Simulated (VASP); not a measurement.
# NbC2 in VASP: notebook, part 2 of 2

VASP 6.6.1. Earlier steps stand in the parts before.

### Step 3. Single point, PBE

This run uses another cell than the first one, of 20.06 Å³/atom.

The input, INCAR:

```
SYSTEM = NbC2
PREC = Accurate ; ENCUT = 520
EDIFF = 1E-6 ; ISMEAR = 0
SIGMA = 0.1 ; LREAL = .False.
LASPH = .True. ; NELM = 100
ALGO = Normal ; ISIF = 2
LWAVE = .False. ; LCHARG = .False.
GGA = PE ; NBANDS = 18
```

The input, KPOINTS:

```
Automatic mesh
0
Gamma
  18 18 8
  0 0 0
```

The input, POSCAR:

```
NbC2
1.0
    3.4626758283      0.0000000000      0.0000000000
   -1.7313379142      2.9987652323      0.0000000000
    0.0000000000      0.0000000000      5.7963329143
Nb C
1 2
Direct
    0.3333333333      0.6666666667      0.0000000000
    0.6666666667      0.3333333333      0.8704592357
    0.6666666667      0.3333333333      0.1295407643
```

Potentials or basis: VASP PAW PBE potentials, release 64 (Nb_sv, C).

Launch:

```sh
$ cat potpaw_PBE.64/Nb_sv/POTCAR potpaw_PBE.64/C/POTCAR > POTCAR
$ mpirun -np 1 vasp_std > vasp.out
```

OUTCAR:

```text
SYSTEM = NbC2
   PREC = Accurate
   ENCUT = 520
   EDIFF = 1E-6
   ISMEAR = 0
   LREAL = .False.
   LASPH = .True.
   NELM = 100
   ISIF = 2
   GGA = PE

 ion  position               nearest neighbor table
   1  0.333  0.667  0.000-   2 2.14   3 2.14   2 2.14   3 2.14   2 2.14   3 2.14
   2  0.667  0.333  0.870-   3 1.50   1 2.14   1 2.14   1 2.14
   3  0.667  0.333  0.130-   2 1.50   1 2.14   1 2.14   1 2.14

  LATTYP: Found a hexagonal cell.
 ALAT       =     3.4626758283
 C/A-ratio  =     1.6739461624

  Lattice vectors:

 A1 = (   3.4626758283,   0.0000000000,   0.0000000000)
 A2 = (  -1.7313379142,   2.9987652323,   0.0000000000)
 A3 = (   0.0000000000,   0.0000000000,   5.7963329143)

Analysis of symmetry for initial positions (statically):
=====================================================================
 Subroutine PRICEL returns:
 Original cell was already a primitive cell.

 Routine SETGRP: Setting up the symmetry group for a
 hexagonal supercell.

 Subroutine GETGRP returns: Found 12 space group operations
 (whereof 12 operations were pure point group operations)
 out of a pool of 24 trial point group operations.

The static configuration has the point symmetry D_3h.

Analysis of symmetry for dynamics (positions and initial velocities):
=====================================================================
 Subroutine PRICEL returns:
 Original cell was already a primitive cell.

 Routine SETGRP: Setting up the symmetry group for a
 hexagonal supercell.

 Subroutine GETGRP returns: Found 12 space group operations
 (whereof 12 operations were pure point group operations)
 out of a pool of 24 trial point group operations.

The dynamic configuration has the point symmetry D_3h.

 Subroutine INISYM returns: Found 12 space group operations
 (whereof 12 operations are pure point group operations),
 and found     1 'primitive' translations

----------------------------------------------------------------------------------------

                                     Primitive cell

  volume of cell :      60.1877

  direct lattice vectors                    reciprocal lattice vectors
     3.462675828  0.000000000  0.000000000     0.288793999  0.166735293  0.000000000
    -1.731337914  2.998765232  0.000000000     0.000000000  0.333470586  0.000000000
     0.000000000  0.000000000  5.796332914     0.000000000  0.000000000  0.172522872

  length of vectors
     3.462675828  3.462675828  5.796332914     0.333470586  0.333470586  0.172522872

  position of ions in fractional coordinates (direct lattice)
     0.333333333  0.666666667  0.000000000
     0.666666667  0.333333333  0.870459236
     0.666666667  0.333333333  0.129540764

  ion indices of the primitive-cell ions
   primitive index   ion index
                 1           1
                 2           2
                 3           3

----------------------------------------------------------------------------------------

 KPOINTS: Automatic mesh

Automatic generation of k-mesh.
 Grid dimensions read from file:
 generate k-points for:   18   18    8

 Generating k-lattice:

  Cartesian coordinates                     Fractional coordinates (reciprocal lattice)
     0.016044111  0.009263072  0.000000000     0.055555556 -0.000000000  0.000000000
     0.000000000  0.018526144  0.000000000     0.000000000  0.055555556  0.000000000
     0.000000000  0.000000000  0.021565359     0.000000000  0.000000000  0.125000000

  Length of vectors
     0.018526144  0.018526144  0.021565359

  Shift w.r.t. Gamma in fractional coordinates (k-lattice)
     0.000000000  0.000000000  0.000000000

 Subroutine IBZKPT returns following result:
 ===========================================

 Found    185 irreducible k-points:

 Following reciprocal coordinates:
            Coordinates               Weight
  0.000000  0.000000  0.000000      1.000000
  0.055556  0.000000  0.000000      6.000000
  0.111111  0.000000  0.000000      6.000000
  0.166667  0.000000  0.000000      6.000000
  0.222222 -0.000000  0.000000      6.000000
  0.277778  0.000000  0.000000      6.000000
[... 16 lines left out ...]
  0.333333  0.111111  0.000000     12.000000
  0.388889  0.111111  0.000000     12.000000
 [... further k-points ...]
   k-points           NKPTS =    185   k-points in BZ     NKDIM =    185   number of bands    NBANDS=     18
   number of dos      NEDOS =    301   number of ions     NIONS =      3
   total plane-waves  NPLWV =  37632
   dimension x,y,z NGX =    28 NGY =   28 NGZ =   48
   dimension x,y,z NGXF=    56 NGYF=   56 NGZF=   96
   ions per type =               1   2
   NGX,Y,Z   is equivalent  to a cutoff of  13.44, 13.44, 13.77 a.u.
   NGXF,Y,Z  is equivalent  to a cutoff of  26.89, 26.89, 27.53 a.u.
 SYSTEM =  NbC2
   PREC   = accura    normal or accurate (medium, high low for compatibility)
   ISTART =      0    job   : 0-new  1-cont  2-samecut
   ICHARG =      2    charge: 1-file 2-atom 10-const
   ISPIN  =      1    spin polarized calculation?
   LNONCOLLINEAR =      F non collinear calculations
   LSORBIT =      F    spin-orbit coupling
   LASPH  =      T    aspherical Exc in radial PAW
   ENCUT  =  520.0 eV  38.22 Ry    6.18 a.u.   6.44  6.44 10.78*2*pi/ulx,y,z
   NELM   =    100;   NELMIN=  2; NELMDL= -5     # of ELM steps
   EDIFF  = 0.1E-05   stopping-criterion for ELM
   LREAL  =      F    real-space projection
   EDIFFG = 0.1E-04   stopping-criterion for IOM
   NSW    =      0    number of steps for IOM
   IBRION =     -1    ionic relax: 0-MD 1-quasi-New 2-CG
   NFREE  =      0    steps in history (QN), initial steepest desc. (CG)
   ISIF   =      2    stress and relaxation
   ISYM   =      2    0-nonsym 1-usesym 2-fastsym
   POTIM  = 0.5000    time-step for ionic-motion
   TEBEG  =    0.0;   TEEND  =   0.0 temperature during run
   PSTRESS=    0.0 pullay stress
   NELECT =      21.0000    total number of electrons
   NUPDOWN=      -1.0000    fix difference up-down
   EMIN   =  10.00;   EMAX   =-10.00  energy-range for DOS
   EFERMI =   0.00;   METHOD = LEGACY
   ISMEAR =     0;   SIGMA  =   0.10  broadening in eV -4-tet -1-fermi 0-gaus
   EFERMI_NEDOS =   21; number of points for ismear=-14 and -15
   IALGO  =     38    algorithm
   IMIX   =      4    mixing-type and parameters
     AMIX     =   0.40;   BMIX     =  1.00
     AMIX_MAG =   1.60;   BMIX_MAG =  1.00
  volume/ion in A,a.u.               =      20.06       135.39
  Fermi-wavevector in a.u.,A,eV,Ry     =   1.152512  2.177932 18.072394  1.328283
  Thomas-Fermi vector in A             =   2.289162
   LORBIT       =      0    0 simple, 1 ext, 2 COOP (PROOUT), +10 PAW based schemes
   GGA     = PE    functional components
   LHFCALC =     F    Hartree Fock is set to
   AEXX    =    0.0000 exact exchange contribution
   IVDW    =     0    specifies the selected vdW correction
   LEPSILON=     F    determine dielectric tensor
   LRPA    =     F    only Hartree local field effects (RPA)
 non-spin polarized calculation
 Gauss-broadening in eV      SIGMA  =   0.10
  energy-cutoff  :      520.00
  volume of cell :       60.19
 maximum number of plane-waves:      1647
 NGX is ok and might be reduce to    28
   NGX = 13   NGY = 13   NGZ = 21

 number of electron      21.0000000 magnetization

 Free energy of the ion-electron system (eV)
  ---------------------------------------------------
  ext. energy  EPLUGINS =         0.00000000
  ---------------------------------------------------
  free energy    TOTEN  =       -25.47470778 eV

  energy without entropy =      -25.46480366  energy(sigma->0) =      -25.46975572

 E-fermi :   2.3138     XC(G=0):  -8.1949

 val. band max:        2.3129593938   @ k =   0.1667   0.1111   0.1250
 cond. band min:       2.3225312548   @ k =   0.3889   0.2222   0.0000
 fundamental gap:      0.0095718610
 Fermi energy:         2.3138002136

 k-point     1 :       0.0000    0.0000    0.0000
  band No.  band energies     occupation
      1     -52.6953      2.00000
      2     -28.8124      2.00000
      3     -28.8124      2.00000
      4     -28.6589      2.00000
      5     -12.3919      2.00000
      6      -3.6111      2.00000
[... 10 lines left out ...]
     17       9.6653      0.00000
     18       9.6653      0.00000
[... 466 lines left out ...]
      2     -29.1811      2.00000
      3     -28.9197      2.00000
      4     -28.6164      2.00000
      5     -11.3021      2.00000
      6      -4.3044      2.00000
[... 10 lines left out ...]
     17      10.9653      0.00000
     18      12.8218      0.00000

 [... further k-points ...]

------------------------ aborting loop because EDIFF is reached ----------------------------------------

  FORCE on cell =-STRESS in cart. coord.  units (eV):
  Direction    XX          YY          ZZ          XY          YZ          ZX
  --------------------------------------------------------------------------------------
  -------------------------------------------------------------------------------------
  Total       -0.0552012     -0.0552012      0.0943229      0.0000000      0.0000000     -0.0000000
  in kB       -1.4694399     -1.4694399      2.5108464      0.0000000      0.0000000     -0.0000000
  external PRESSURE =      -0.1426778 kB  Pullay stress =       0.0000000 kB

 VOLUME and BASIS-vectors are now :
 -----------------------------------------------------------------------------
  energy-cutoff  :      520.00
  volume of cell :       60.19
      direct lattice vectors                 reciprocal lattice vectors
     3.462675828  0.000000000  0.000000000     0.288793999  0.166735293  0.000000000
    -1.731337914  2.998765232  0.000000000     0.000000000  0.333470586  0.000000000
     0.000000000  0.000000000  5.796332914     0.000000000  0.000000000  0.172522872

 POSITION                                       TOTAL-FORCE (eV/Angst)
 -----------------------------------------------------------------------------------
     -0.00000      1.99918      0.00000         0.000000      0.000000      0.000000
      1.73134      0.99959      5.04547        -0.000000     -0.000000     -0.064334
      1.73134      0.99959      0.75086        -0.000000      0.000000      0.064334
 -----------------------------------------------------------------------------------
    total drift:                                0.000000     -0.000000     -0.000000

  FREE ENERGIE OF THE ION-ELECTRON SYSTEM (eV)
  ---------------------------------------------------
  free  energy   TOTEN  =       -25.4747077794 eV

  energy  without entropy=      -25.4648036582  energy(sigma->0) =      -25.46975572
```

OSZICAR:

```text
N       E                     dE             d eps       ncg     rms          rms(c)
DAV:   1     0.172573265155E+03    0.17257E+03   -0.10891E+04  6692   0.105E+03
DAV:   2    -0.165109873609E+02   -0.18908E+03   -0.18341E+03  8814   0.373E+02
DAV:   3    -0.306265695677E+02   -0.14116E+02   -0.13955E+02 11854   0.798E+01
DAV:   4    -0.309481049077E+02   -0.32154E+00   -0.32051E+00  9364   0.117E+01
DAV:   5    -0.309665261479E+02   -0.18421E-01   -0.18412E-01 11074   0.230E+00    0.142E+01
DAV:   6    -0.256962957069E+02    0.52702E+01   -0.29780E+01 10250   0.334E+01    0.476E+00
DAV:   7    -0.254638497625E+02    0.23245E+00   -0.30811E+00 10180   0.127E+01    0.314E+00
DAV:   8    -0.254682971797E+02   -0.44474E-02   -0.16902E-01  9538   0.289E+00    0.107E+00
DAV:   9    -0.254733309597E+02   -0.50338E-02   -0.31168E-02  8836   0.129E+00    0.220E-01
DAV:  10    -0.254743433298E+02   -0.10124E-02   -0.21326E-03  8036   0.386E-01    0.767E-02
DAV:  11    -0.254746930421E+02   -0.34971E-03   -0.59597E-04  7768   0.186E-01    0.506E-02
DAV:  12    -0.254746965510E+02   -0.35089E-05   -0.11930E-04  9226   0.728E-02    0.868E-03
DAV:  13    -0.254747070026E+02   -0.10452E-04   -0.13962E-05  7292   0.293E-02    0.661E-03
DAV:  14    -0.254747077794E+02   -0.77682E-06   -0.85268E-07  7388   0.834E-03
   1 F= -.25474708E+02 E0= -.25469756E+02  d E =-.990412E-02
```

stdout:

```text
POSCAR found type information on POSCAR NbC
 POSCAR found :  2 types and       3 ions
 scaLAPACK will be used
 LDA part: xc-table for (Slater+PW92), standard interpolation
 POSCAR, INCAR and KPOINTS ok, starting setup
 FFT: planning ... GRIDC
 FFT: planning ... GRID_SOFT
 FFT: planning ... GRID
 WAVECAR not read
 entering main loop
```

Run time: 1.7 min. Hardware: 1 thread of AMD EPYC 9R45 (Zen 5), shared host; peak memory 0.29 GiB.

Results:

| Property | Result |
| --- | --- |
| Free energy | -25.4747 eV |
| Pressure | 0.0 GPa |
| Largest force | 0.064 eV/Å |
| Band gap on the k mesh | zero (an odd number of electrons rules out a gap without spin polarisation) |

Forces on the atoms (eV/Å):
```
Nb   0.000  0.000  0.000
C    0.000  0.000 -0.064
C    0.000  0.000  0.064
```

Levels at points of the mesh, in eV from the Fermi level:
```csv
k point,band 7,band 8,band 9,band 10,band 11,band 12,band 13,band 14,band 15,band 16
"(0.00, 0.00, 0.00)",-5.22,-5.22,-3.55,-0.47,-0.47,2.82,5.45,5.45,5.84,6.88
"(0.50, 0.00, 0.00)",-4.81,-2.83,-1.85,-1.62,-0.16,1.36,1.60,3.18,5.53,8.28
"(0.00, 0.00, 0.50)",-5.22,-5.22,-3.18,-0.48,-0.48,2.83,4.94,5.43,5.43,5.94
"(0.50, 0.00, 0.50)",-4.79,-2.82,-1.63,-1.61,-0.31,1.43,1.71,3.19,5.18,8.06
```

### Step 4. Relaxation of cell and atoms, PBE

This run uses another cell than the first one, of 19.79 Å³/atom.

The input, INCAR:

```
ALGO = Normal ; EDIFF = 1E-6
EDIFFG = -0.01 ; ENCUT = 600
GGA = PE ; IBRION = 2
ISIF = 3 ; ISMEAR = 0
LASPH = True ; LCHARG = False
LREAL = False ; LWAVE = False
NELM = 60 ; NSW = 100
PREC = Accurate ; SIGMA = 0.1
```

The input, KPOINTS:

```
k-points
0
Gamma
  18 18 8
```

The input, POSCAR:

```
NbC2
1.0
    3.4594439113      0.0000000000      0.0000000000
   -1.7297219557      2.9959663102      0.0000000000
    0.0000000000      0.0000000000      5.7295209795
Nb C
1 2
Direct
    0.3333333333      0.6666666667      0.0000000000
    0.6666666667      0.3333333333      0.8688462137
    0.6666666667      0.3333333333      0.1311537863
```

Launch:

```sh
$ cat potpaw_PBE.64/Nb_sv/POTCAR potpaw_PBE.64/C/POTCAR > POTCAR
$ mpirun -np 1 vasp_std > vasp.out
```

It took 3.6 min on 1 thread of AMD EPYC 9R45 (Zen 5), shared host; peak memory 0.32 GiB.

Results (log left out):

| Item | Value |
| --- | --- |
| Free energy | -25.4770 eV |
| Relaxed volume | 19.79 Å³/atom |
| Relaxed cell | a = 3.458 Å, b = 3.458 Å, c = 5.731 Å, α = 90.00°, β = 90.00°, γ = 120.00° |
| Space group after relaxing (to 0.1 Å) | P-6m2 (No. 187) |
| Energy gained by relaxing | 0.0 meV/atom |
| Ionic steps | 4 |
| Pressure after relaxing | 0.0 GPa |
| Band gap on the k mesh | zero (an odd number of electrons rules out a gap without spin polarisation) |

Forces in eV/Å, atoms in the order of the input:
```
Nb   0.000  0.000  0.000
C    0.000  0.000 -0.002
C    0.000  0.000  0.002
```

Stress tensor (GPa, compression positive):
```
 0.03  0.00  0.00
 0.00  0.03  0.00
 0.00  0.00 -0.06
```

The path:
```
step  energy change (eV)  largest force (eV/Å)  pressure (GPa)  volume (Å³)
   1              0.0000                0.0623            0.11        59.38
   2              0.0001                0.0811           -0.36        59.50
   3             -0.0001                0.0082           -0.08        59.43
   4             -0.0001                0.0022            0.00        59.36
```

Final structure:
```
Nb C
1.0
     3.45836    0.00000    0.00000
    -1.72918    2.99503    0.00000
     0.00000    0.00000    5.73132
Nb C
1 2
Cartesian
  0.0000 1.9967 0.0000
  1.7292 0.9983 4.9779
  1.7292 0.9983 0.7534
```

Levels at points of the mesh, in eV from the Fermi level:
| k point | band 9 | band 10 | band 11 | band 12 | band 13 | band 14 |
| --- | --- | --- | --- | --- | --- | --- |
| (0.00, 0.00, 0.00) | -3.57 | -0.47 | -0.47 | 2.86 | 5.46 | 5.46 |
| (0.50, 0.00, 0.00) | -1.85 | -1.62 | -0.16 | 1.38 | 1.61 | 3.21 |
| (0.00, 0.00, 0.50) | -3.16 | -0.48 | -0.48 | 2.87 | 4.98 | 5.44 |
| (0.50, 0.00, 0.50) | -1.64 | -1.58 | -0.32 | 1.46 | 1.74 | 3.22 |

### Step 5. Overview

| task | cell | k mesh | cutoff (eV) | gap on the mesh (eV) | pressure (GPa) | relaxed volume (Å³/atom) |
| --- | --- | --- | --- | --- | --- | --- |
| relaxation of cell and atoms | relaxed from a = 2.295, b = 2.295, c = 12.220 Å, angles 90.0, 90.0, 120.0°, 3 atoms, atomic positions A | 12 × 12 × 2 | 600 | none | - | 22.15 |
| single point | a = 3.463, b = 3.463, c = 5.796 Å, angles 90.0, 90.0, 120.0°, 3 atoms, atomic positions B | 18 × 18 × 8 | 520 | none | 0.0 | - |
| relaxation of cell and atoms | relaxed from a = 3.459, b = 3.459, c = 5.730 Å, angles 90.0, 90.0, 120.0°, 3 atoms, atomic positions B | 18 × 18 × 8 | 600 | none | 0.0 | 19.79 |

Alike in all rows: level PBE; potentials or basis VASP PAW PBE potentials, release 64 (Nb_sv, C); no spin polarisation; smearing gaussian 0.1 eV.

Caveats: the volume moved by over 15 % at a fixed basis, so the end points are rough (at least some runs).

Total energies depend on the potentials used, so only differences within one code and one set of settings carry meaning.
